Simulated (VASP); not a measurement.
# Ca (I4/mmm) in VASP: notebook, part 2 of 2

VASP 6.6.1.

### Step 4. Single point, LDA

This run uses another cell than the first one, of the same volume but with other edges.

Contents of INCAR:

```
SYSTEM = Ca
PREC = Accurate ; ENCUT = 520
EDIFF = 1E-7 ; ISMEAR = 0
SIGMA = 0.15 ; LREAL = .FALSE.
LASPH = .TRUE. ; NELM = 60
ALGO = Fast ; ISIF = 2
LWAVE = .FALSE. ; LCHARG = .FALSE.
NBANDS = 11
```

Contents of KPOINTS:

```
regular mesh
0
G
  16 16 16
  0 0 0
```

Contents of POSCAR:

```
Ca
1.0
    0.0000000000      2.8729509580      2.6431148813
    2.8729509580      0.0000000000      2.6431148813
    2.8729509580      2.8729509580      0.0000000000
Ca
1
Direct
    0.0000000000      0.0000000000      0.0000000000
```

Run with:

```bash
$ cat potpaw_LDA.64/Ca_sv/POTCAR > POTCAR
$ mpirun -np 1 vasp_std > vasp.out
```

It took 5 min on 1 thread of AMD EPYC 7R13, shared host; peak memory 0.25 GiB.

It converged, with:

| Quantity | Value |
| --- | --- |
| Free energy | -2.1699 eV |
| Pressure | -2.1 GPa |
| Band gap on the k mesh | zero (band 5 reaches 1.89 eV, above the bottom of band 6 at 1.54 eV) |

Stress tensor (GPa, compression positive):
```
-2.24  0.00  0.00
 0.00 -2.24  0.00
 0.00  0.00 -1.90
```

Levels at points of the mesh, in eV from the Fermi level:
```
           k point  band 3  band 4  band 5  band 6  band 7  band 8
(0.00, 0.00, 0.00)  -22.87  -22.86   -3.97    2.06    2.06    2.40
(0.50, 0.00, 0.00)  -22.89  -22.87   -1.02   -0.12    1.84    2.29
(0.50, 0.50, 0.00)  -22.93  -22.93   -0.30    0.40    1.50    3.82
(0.50, 0.00, 0.50)  -22.91  -22.90   -0.56    0.59    0.69    3.78
```

### Step 5. Single point, LDA

This run uses another cell than the first one, of the same volume but with other edges.

Contents of INCAR:

```
PREC     = Accurate       # precision mode
ENCUT    = 520            # plane-wave cutoff, eV
EDIFF    = 1E-6           # SCF threshold, eV
ISMEAR   = 0              # smearing method
SIGMA    = 0.15           # smearing width, eV
LREAL    = False          # projectors in reciprocal space
LASPH    = True           # aspherical terms in the spheres
NELM     = 60             # most SCF steps
ALGO     = Fast           # electronic algorithm
ISIF     = 2              # what is computed and relaxed
LWAVE    = False          # write WAVECAR
LCHARG   = False          # write CHGCAR
NBANDS   = 11             # bands
```

Contents of KPOINTS:

```
Automatic mesh
0
Gamma
  16 16 16
```

Contents of POSCAR:

```
Ca
1.0
    0.0000000000      2.7068234272      2.9775057700
    2.7068234272      0.0000000000      2.9775057700
    2.7068234272      2.7068234272      0.0000000000
Ca
1
Direct
    0.0000000000      0.0000000000      0.0000000000
```

Potentials or basis: VASP PAW LDA potentials, release 64 (Ca_sv).

Run with:

```bash
$ cat potpaw_LDA.64/Ca_sv/POTCAR > POTCAR
$ mpirun -np 1 vasp_std > vasp.out
```

OUTCAR:

```text
PREC = Accurate
   ENCUT = 520
   EDIFF = 1E-6
   ISMEAR = 0
   LREAL = False
   LASPH = True
   NELM = 60
   ISIF = 2

 ion  position               nearest neighbor table
   1  0.000  0.000  0.000-

  LATTYP: Found a body centered tetragonal cell.
 ALAT       =     3.8280264017
 C/A-ratio  =     1.5556349187

  Lattice vectors:

 A1 = (  -2.7068234272,   0.0000000000,   2.9775057700)
 A2 = (   2.7068234272,   0.0000000000,   2.9775057700)
 A3 = (   0.0000000000,   2.7068234272,  -2.9775057700)

Analysis of symmetry for initial positions (statically):
=====================================================================
 Subroutine PRICEL returns:
 Original cell was already a primitive cell.

 Routine SETGRP: Setting up the symmetry group for a
 body centered tetragonal supercell.

 Subroutine GETGRP returns: Found 16 space group operations
 (whereof 16 operations were pure point group operations)
 out of a pool of 16 trial point group operations.

The static configuration has the point symmetry D_4h.

Analysis of symmetry for dynamics (positions and initial velocities):
=====================================================================
 Subroutine PRICEL returns:
 Original cell was already a primitive cell.

 Routine SETGRP: Setting up the symmetry group for a
 body centered tetragonal supercell.

 Subroutine GETGRP returns: Found 16 space group operations
 (whereof 16 operations were pure point group operations)
 out of a pool of 16 trial point group operations.

The dynamic configuration has the point symmetry D_4h.

 Subroutine INISYM returns: Found 16 space group operations
 (whereof 16 operations are pure point group operations),
 and found     1 'primitive' translations

----------------------------------------------------------------------------------------

                                     Primitive cell

  volume of cell :      43.6317

[... 108 lines left out ...]
  Fermi-wavevector in a.u.,A,eV,Ry     =   1.001861  1.893242 13.656506  1.003725
  Thomas-Fermi vector in A             =   2.134310
   LORBIT       =      0    0 simple, 1 ext, 2 COOP (PROOUT), +10 PAW based schemes
   GGA     = CA    functional components
   LHFCALC =     F    Hartree Fock is set to
   AEXX    =    0.0000 exact exchange contribution
   IVDW    =     0    specifies the selected vdW correction
   LEPSILON=     F    determine dielectric tensor
   LRPA    =     F    only Hartree local field effects (RPA)
 non-spin polarized calculation
 RMM-DIIS sequential band-by-band and
 Gauss-broadening in eV      SIGMA  =   0.15
  energy-cutoff  :      520.00
  volume of cell :       43.63
 maximum number of plane-waves:      1190
 NGX is ok and might be reduce to    30

 number of electron      10.0000000 magnetization

 Free energy of the ion-electron system (eV)
  ---------------------------------------------------
  ext. energy  EPLUGINS =         0.00000000
  ---------------------------------------------------
  free energy    TOTEN  =        -2.16521337 eV

  energy without entropy =       -2.14921617  energy(sigma->0) =       -2.15721477

 E-fermi :   1.6609     XC(G=0):  -7.8565

 val. band max:        1.6601990279   @ k =  -0.3125   0.3125   0.1875
 cond. band min:       1.6617095460   @ k =  -0.3750   0.2500   0.1250
 fundamental gap:      0.0015105181
 Fermi energy:         1.6609244757

 k-point     1 :       0.0000    0.0000    0.0000
  band No.  band energies     occupation
      1     -39.9918      2.00000
      2     -21.2100      2.00000
      3     -21.2011      2.00000
      4     -21.2011      2.00000
      5      -2.3041      2.00000
      6       3.5442      0.00000
      7       3.9897      0.00000
      8       3.9897      0.00000
      9       4.5170      0.00000
     10       5.0956      0.00000
     11      10.7994      0.00000
[... 309 lines left out ...]
 k-point    24 :      -0.0625    0.0625    0.0000
  band No.  band energies     occupation
      1     -39.9903      2.00000
      2     -21.2162      2.00000
      3     -21.2129      2.00000
      4     -21.2012      2.00000
      5      -2.1191      2.00000
      6       3.6136      0.00000
      7       3.7715      0.00000
      8       4.0586      0.00000
      9       4.5610      0.00000
     10       4.9678      0.00000
     11      10.9333      0.00000

 [... further k-points ...]
[... 5 lines left out ...]
  --------------------------------------------------------------------------------------
  -------------------------------------------------------------------------------------
  Total       -0.4826235     -0.4826235     -0.7659369      0.0000000      0.0000000      0.0000000
  in kB      -17.7221558    -17.7221558    -28.1255561      0.0000000      0.0000000      0.0000000
  external PRESSURE =     -21.1899559 kB  Pullay stress =       0.0000000 kB

 VOLUME and BASIS-vectors are now :
 -----------------------------------------------------------------------------
  energy-cutoff  :      520.00
  volume of cell :       43.63
      direct lattice vectors                 reciprocal lattice vectors
     0.000000000  2.706823427  2.977505770    -0.184718366  0.184718366  0.167925787
     2.706823427  0.000000000  2.977505770     0.184718366 -0.184718366  0.167925787
     2.706823427  2.706823427  0.000000000     0.184718366  0.184718366 -0.167925787

 POSITION                                       TOTAL-FORCE (eV/Angst)
 -----------------------------------------------------------------------------------
      0.00000      0.00000      0.00000        -0.000000      0.000000      0.000000
 -----------------------------------------------------------------------------------
    total drift:                               -0.000000     -0.000000     -0.000000

  FREE ENERGIE OF THE ION-ELECTRON SYSTEM (eV)
  ---------------------------------------------------
  free  energy   TOTEN  =        -2.1652133653 eV

  energy  without entropy=       -2.1492161727  energy(sigma->0) =       -2.15721477
```

OSZICAR:

```text
N       E                     dE             d eps       ncg     rms          rms(c)
DAV:   1     0.669699837200E+02    0.66970E+02   -0.49904E+03  7686   0.818E+02
DAV:   2    -0.606094075858E+00   -0.67576E+02   -0.66944E+02  8410   0.207E+02
DAV:   3    -0.210504270192E+01   -0.14989E+01   -0.14808E+01 11369   0.305E+01
DAV:   4    -0.217622105128E+01   -0.71178E-01   -0.70785E-01 10071   0.519E+00
DAV:   5    -0.217787307491E+01   -0.16520E-02   -0.16515E-02 10802   0.663E-01    0.231E+00
RMM:   6    -0.216809060968E+01    0.97825E-02   -0.10473E-02  8085   0.113E+00    0.143E+00
RMM:   7    -0.216543045260E+01    0.26602E-02   -0.23458E-02  9188   0.194E+00    0.116E-01
RMM:   8    -0.216507064786E+01    0.35980E-03   -0.57896E-03  9051   0.902E-01    0.290E-02
RMM:   9    -0.216517977001E+01   -0.10912E-03   -0.15118E-03 11188   0.425E-01    0.260E-02
RMM:  10    -0.216520517735E+01   -0.25407E-04   -0.27082E-04 11928   0.161E-01    0.712E-03
RMM:  11    -0.216521306464E+01   -0.78873E-05   -0.56322E-05 12298   0.645E-02    0.127E-02
RMM:  12    -0.216521336531E+01   -0.30066E-06   -0.59866E-06 10116   0.232E-02
   1 F= -.21652134E+01 E0= -.21572148E+01  d E =-.159972E-01
```

stdout:

```text
POSCAR found type information on POSCAR Ca
 POSCAR found :  1 types and       1 ions
 scaLAPACK will be used
 LDA part: xc-table for (Slater(with rela. corr.)+CA(PZ))
 , standard interpolation
 POSCAR, INCAR and KPOINTS ok, starting setup
 FFT: planning ... GRIDC
 FFT: planning ... GRID_SOFT
 FFT: planning ... GRID
 WAVECAR not read
 entering main loop
WARNING in EDDRMM: call to ZHEGV failed, returncode =   8  4      9
WARNING in EDDRMM: call to ZHEGV failed, returncode =   8  4      8
WARNING in EDDRMM: call to ZHEGV failed, returncode =   6  3     10
```

Wall time 4 min (1 thread of AMD EPYC 7R13, shared host); peak memory 0.25 GiB.

Results:

```yaml
Free_energy: -2.1652 eV
Pressure: -2.1 GPa
Band_gap_on_the_k_mesh: zero (band 5 reaches 1.86 eV, above the bottom of band 6 at 1.54 eV)
```

Stress tensor (GPa, compression positive):
```
-1.77  0.00  0.00
 0.00 -1.77  0.00
 0.00  0.00 -2.81
```

Levels at points of the mesh, in eV from the Fermi level:
| k point | band 3 | band 4 | band 5 | band 6 | band 7 | band 8 |
| --- | --- | --- | --- | --- | --- | --- |
| (0.00, 0.00, 0.00) | -22.86 | -22.86 | -3.97 | 1.88 | 2.33 | 2.33 |
| (0.50, 0.00, 0.00) | -22.89 | -22.87 | -1.02 | -0.12 | 1.81 | 2.31 |
| (0.50, 0.50, 0.00) | -22.90 | -22.90 | -0.68 | 0.40 | 0.62 | 3.87 |
| (0.50, 0.00, 0.50) | -22.93 | -22.91 | -0.37 | 0.48 | 1.25 | 3.74 |

### Step 6. Single point, LDA

This run uses another cell than the first one, of the same volume but with other edges.

Contents of INCAR:

```
PREC = Accurate ; ENCUT = 520
EDIFF = 1E-6 ; ISMEAR = 0
SIGMA = 0.15 ; LREAL = F
LASPH = T ; NELM = 80
ALGO = Fast ; ISIF = 2
LWAVE = F ; LCHARG = F
NBANDS = 11
```

KPOINTS is that of step 5.

Contents of POSCAR:

```
Ca
1.0
    0.0000000000      3.2256682742      2.0966843783
    3.2256682742      0.0000000000      2.0966843783
    3.2256682742      3.2256682742      0.0000000000
Ca
1
Direct
    0.0000000000      0.0000000000      0.0000000000
```

Potentials or basis: VASP PAW LDA potentials, release 64 (Ca_sv).

Run with:

```bash
$ cat potpaw_LDA.64/Ca_sv/POTCAR > POTCAR
$ mpirun -np 1 vasp_std > vasp.out
```

OUTCAR:

```text
PREC = Accurate
   ENCUT = 520
   EDIFF = 1E-6
   ISMEAR = 0
   LREAL = F
   LASPH = T
   NELM = 80
   ISIF = 2

 ion  position               nearest neighbor table
   1  0.000  0.000  0.000-

  LATTYP: Found a body centered tetragonal cell.
 ALAT       =     4.5617838211
 C/A-ratio  =     0.9192388156

  Lattice vectors:

 A1 = (   0.0000000000,  -3.2256682742,  -2.0966843783)
 A2 = (   0.0000000000,   3.2256682742,  -2.0966843783)
[... 510 lines left out ...]
      2     -21.2071      2.00000
      3     -21.2001      2.00000
      4     -21.1978      2.00000
      5      -2.1706      2.00000
      6       3.5523      0.00000
      7       3.9454      0.00000
      8       4.0169      0.00000
      9       4.4654      0.00000
     10       5.0495      0.00000
     11      11.3197      0.00000

 [... further k-points ...]
[... 5 lines left out ...]
  --------------------------------------------------------------------------------------
  -------------------------------------------------------------------------------------
  Total       -0.5995795     -0.5995795     -0.5653322      0.0000000     -0.0000000      0.0000000
  in kB      -22.0168372    -22.0168372    -20.7592605      0.0000000     -0.0000000      0.0000000
  external PRESSURE =     -21.5976450 kB  Pullay stress =       0.0000000 kB

 VOLUME and BASIS-vectors are now :
 -----------------------------------------------------------------------------
  energy-cutoff  :      520.00
  volume of cell :       43.63
      direct lattice vectors                 reciprocal lattice vectors
     0.000000000  3.225668274  2.096684378    -0.155006640  0.155006640  0.238471753
     3.225668274  0.000000000  2.096684378     0.155006640 -0.155006640  0.238471753
     3.225668274  3.225668274  0.000000000     0.155006640  0.155006640 -0.238471753

 POSITION                                       TOTAL-FORCE (eV/Angst)
 -----------------------------------------------------------------------------------
      0.00000      0.00000      0.00000        -0.000000     -0.000000      0.000000
 -----------------------------------------------------------------------------------
    total drift:                               -0.000000     -0.000000     -0.000000

  FREE ENERGIE OF THE ION-ELECTRON SYSTEM (eV)
  ---------------------------------------------------
  free  energy   TOTEN  =        -2.1578641564 eV

  energy  without entropy=       -2.1419233555  energy(sigma->0) =       -2.14989376
```

OSZICAR:

```text
N       E                     dE             d eps       ncg     rms          rms(c)
DAV:   1     0.661040572366E+02    0.66104E+02   -0.49701E+03  7678   0.815E+02
DAV:   2    -0.625279725154E+00   -0.66729E+02   -0.66128E+02  8464   0.208E+02
DAV:   3    -0.208592293832E+01   -0.14606E+01   -0.14416E+01 10987   0.304E+01
DAV:   4    -0.216860350557E+01   -0.82681E-01   -0.82278E-01 10413   0.559E+00
DAV:   5    -0.217003230639E+01   -0.14288E-02   -0.14286E-02 10505   0.654E-01    0.231E+00
RMM:   6    -0.216033020583E+01    0.97021E-02   -0.10824E-02  8078   0.114E+00    0.143E+00
RMM:   7    -0.215808907848E+01    0.22411E-02   -0.23779E-02  9060   0.193E+00    0.114E-01
RMM:   8    -0.215772476868E+01    0.36431E-03   -0.57137E-03  9087   0.905E-01    0.274E-02
RMM:   9    -0.215783231649E+01   -0.10755E-03   -0.14326E-03 11548   0.422E-01    0.244E-02
RMM:  10    -0.215785663140E+01   -0.24315E-04   -0.23569E-04 12005   0.158E-01    0.760E-03
RMM:  11    -0.215786446496E+01   -0.78336E-05   -0.52236E-05 12266   0.583E-02    0.108E-02
RMM:  12    -0.215786415642E+01    0.30854E-06   -0.44097E-06 10072   0.200E-02
   1 F= -.21578642E+01 E0= -.21498938E+01  d E =-.159408E-01
```

It took 4.7 min on 1 thread of AMD EPYC 7R13, shared host; peak memory 0.26 GiB.

Results:

| Property | Result |
| --- | --- |
| Free energy | -2.1579 eV |
| Pressure | -2.2 GPa |
| Band gap on the k mesh | zero (band 5 reaches 2.00 eV, above the bottom of band 6 at 1.54 eV) |

Levels at points of the mesh, in eV from the Fermi level:
```
           k point  band 3  band 4  band 5  band 6  band 7  band 8
(0.00, 0.00, 0.00)  -22.90  -22.90   -4.00    1.87    2.26    2.26
(0.50, 0.00, 0.00)  -22.94  -22.91   -0.86    0.10    1.07    3.07
(0.50, 0.50, 0.00)  -23.00  -22.99   -0.03    0.10    3.35    3.35
(0.50, 0.00, 0.50)  -22.95  -22.89   -1.07   -0.17    1.54    2.74
```

### Step 7. The runs side by side

| cell | further INCAR settings | gap on the mesh (eV) | pressure (GPa) |
| --- | --- | --- | --- |
| a = 3.850, b = 3.850, c = 4.293 Å, angles 56.1, 56.1, 67.8°, 1 atom | ALGO = Fast; EDIFF = 1e-06; NBANDS = 11 | none | -2.2 |
| a = 4.199, b = 4.199, c = 3.621 Å, angles 64.5, 64.5, 51.1°, 1 atom | ALGO = Fast; EDIFF = 1e-07; NBANDS = 11 | none | -2.1 |
| a = 3.904, b = 3.904, c = 4.063 Å, angles 58.6, 58.6, 62.7°, 1 atom | ALGO = Fast; EDIFF = 1e-07; NBANDS = 11 | none | -2.1 |
| a = 4.024, b = 4.024, c = 3.828 Å, angles 61.6, 61.6, 56.8°, 1 atom | ALGO = Fast; EDIFF = 1e-06; NBANDS = 11 | none | -2.1 |
| a = 3.847, b = 3.847, c = 4.562 Å, angles 53.6, 53.6, 72.7°, 1 atom | ALGO = Fast; EDIFF = 1e-06; NBANDS = 11 | none | -2.2 |

Alike in all rows: task single point; level LDA; potentials or basis VASP PAW LDA potentials, release 64 (Ca_sv); no spin polarisation; k mesh 16 × 16 × 16; cutoff (eV) 520; smearing gaussian 0.15 eV.

Total energies depend on the potentials used, so only differences within one code and one set of settings carry meaning.
